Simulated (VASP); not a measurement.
Write the native input for VASP 6.6.1 that does the following.

```yaml
Task: single point
Functional: PBE
Potentials_or_basis: VASP PAW PBE potentials, release 64 (In_d, P)
Cutoff: 520 eV
k_mesh: 12 × 12 × 12
Occupations: gaussian, width 0.05 eV
Spin: no spin polarisation
Dipole_correction: no
Further_INCAR_settings: ALGO = Normal; EDIFF = 1e-06; NBANDS = 16
```

The structure of InP lies in POSCAR:

```
InP
1.0
    0.0000000000      2.8868464707      3.1755311178
    2.8868464707      0.0000000000      3.1755311178
    2.8868464707      2.8868464707      0.0000000000
In P
1 1
Direct
    0.0000000000      0.0000000000      0.0000000000
    0.7500000000      0.7500000000      0.7500000000
```

This cell differs from its parent crystal: ratio of the length along z to the lengths across it x 1.1, volume and fractional coordinates fixed.

These files were run (other wordings do the same):

INCAR

```
SYSTEM = InP
PREC = Accurate
ENCUT = 520
EDIFF = 1E-6
ISMEAR = 0
SIGMA = 0.05
LREAL = .False.
LASPH = .True.
NELM = 80
ALGO = Normal
ISIF = 2
LWAVE = .False.
LCHARG = .True.
GGA = PE
LELF = .True.
LVHAR = .True.
NBANDS = 16
```

KPOINTS

```
Automatic mesh
0
Gamma
  12 12 12
  0 0 0
```

Potentials or basis: VASP PAW PBE potentials, release 64 (In_d, P).

Run with:

```bash
$ cat potpaw_PBE.64/In_d/POTCAR potpaw_PBE.64/P/POTCAR > POTCAR
$ mpirun -np 1 vasp_std > vasp.out
```

Results of the run:

```yaml
Pressure: -0.2 GPa
Band_gap_on_the_k_mesh: 0.22 eV
```

Caveat: spin-orbit coupling is left out, which moves the levels of the heavy elements.

Wall time 2.3 min on 1 thread of Intel Xeon 8259CL (shared host), peak memory 0.28 GiB.
